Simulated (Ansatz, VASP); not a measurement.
## One calculation of AgCl, two programs

POSCAR

```
AgCl
1.0
    0.0944731286      2.8676569428      2.8676569428
    2.8676569428      0.0944731286      2.8676569428
    2.8676569428      2.8676569428      0.0944731286
Ag Cl
1 1
Direct
    0.0000000000      0.0000000000      0.0000000000
    0.5000000000      0.5000000000      0.5000000000
```

The input INCAR.step1:

```
PREC = Accurate
ENCUT = 520
ISMEAR = 0
SIGMA = 0.01
LREAL = False
LASPH = True
NELM = 80
NBANDS = 16
GGA = PE
ALGO = Normal
EDIFF = 1E-4
LWAVE = True
LCHARG = False
```

INCAR.step2

```
PREC = Accurate
ENCUT = 520
EDIFF = 1E-6
ISMEAR = 0
SIGMA = 0.01
LREAL = False
LASPH = True
NELM = 80
ALGO = Normal
ISIF = 2
LWAVE = False
LCHARG = False
METAGGA = R2SCAN
LMIXTAU = True
NBANDS = 16
ISTART = 1
```

KPOINTS

```
regular mesh
0
Gamma
  8 8 8
```

Input for Ansatz:

```yaml
crystal:
  lattice:
    - [0.0944731286, 2.8676569428, 2.8676569428]
    - [2.8676569428, 0.0944731286, 2.8676569428]
    - [2.8676569428, 2.8676569428, 0.0944731286]
  atoms:
    - { symbol: Ag, position: [0.0, 0.0, 0.0] }
    - { symbol: Cl, position: [0.5, 0.5, 0.5] }
kpoints:
  mp_grid: { grid: [8, 8, 8] }
  band_path:
    path:
      - [0.0, 0.0, 0.0]
      - [0.5, 0.0, 0.5]
      - [0.625, 0.25, 0.625]
      - [0.375, 0.375, 0.75]
      - [0.5, 0.5, 0.5]
      - [0.5, 0.25, 0.75]
      - [0.0375, 0.0375, 0.075]
      - [0.0, 0.0, 0.5]
    npoints: 1
hamiltonian:
  xc: r2scan
scf:
  occupations: { method: fixed }
  n_extra_bands: 4
output:
  forces: true
  stress: true
  eigenvalues: true
```

Change from the starting cell: shear_111 strain +5.1%.

Alike in both runs: task single point; functional r2SCAN; k mesh 8 × 8 × 8; no spin polarisation.

```csv
,VASP,Ansatz
version,VASP 6.6.1,Ansatz 0.2.0
potentials or method,"VASP PAW PBE potentials, release 64 (Ag, Cl)","plane waves, PAW"
plane-wave cutoff (eV),520,500
occupations,"gaussian, width 0.01 eV",fixed
valence electrons in the cell,18,26
```

```tsv
	VASP	Ansatz	Ansatz less VASP
gap on the k mesh at the Fermi level (eV)	1.38	1.43	+0.052
pressure (GPa)	-2.4	-2.3	+0.08
traceless stress, the component that is largest in VASP (GPa)	-0.24	-0.25	-0.007
```

VASP's potentials were made for PBE, not for r2SCAN. VASP's potentials hold 18 valence electrons a cell and Ansatz's 26, so a difference there can come from the potentials and not from the codes.
